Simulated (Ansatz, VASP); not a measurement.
## LiNbO3 in VASP and in Ansatz

```xyz
10
Lattice="2.6449 1.5270 4.6162 -2.6449 1.5270 4.6162 0.0000 -3.0541 4.6162" Properties=species:S:1:pos:R:3 pbc="T T T"
Li    0.0000    0.0000    3.4621
Li    0.0000    0.0000   10.3864
Nb    0.0000    0.0000    0.0000
Nb    0.0000    0.0000    6.9243
O    -0.5631   -1.5270    5.7702
O     1.6040    0.2759    5.7702
O    -1.0409    1.2512    5.7702
O     0.5631    1.5270    8.0783
O    -1.6040   -0.2759    8.0783
O     1.0409   -1.2512    8.0783
```

Alike in both runs: task relaxation of cell and atoms; functional PBEsol; k mesh 6 × 6 × 6; occupations gaussian, width 0.02 eV; no spin polarisation.

|  | VASP | Ansatz |
| --- | --- | --- |
| version | VASP 6.6.1 | Ansatz 0.2.0 |
| potentials or method | VASP PAW PBE potentials, release 64 (Li_sv, Nb_sv, O), cutoff 600 eV | scalar-relativistic, plane waves, PAW |
| valence electrons in the cell | 68 | 68 |

Ansatz gave:

| Property | Result |
| --- | --- |
| gap on the k mesh at the Fermi level, each at its own relaxed structure (eV) | 2.56 |
| relaxed volume (Å³/atom) | 10.58 |
| relaxed cell length with the largest relative difference (Å) | 5.445 |

**Question.** Which values does VASP return?

**Answer.** gap on the k mesh at the Fermi level, each at its own relaxed structure (eV): 2.55; relaxed volume (Å³/atom): 10.55; relaxed cell length with the largest relative difference (Å): 5.439.

VASP's potentials were made for PBE, not for PBEsol, and Ansatz warns of the same on its side.

Noted on VASP's run: the cutoff is short for stress, so the pressure is rough.
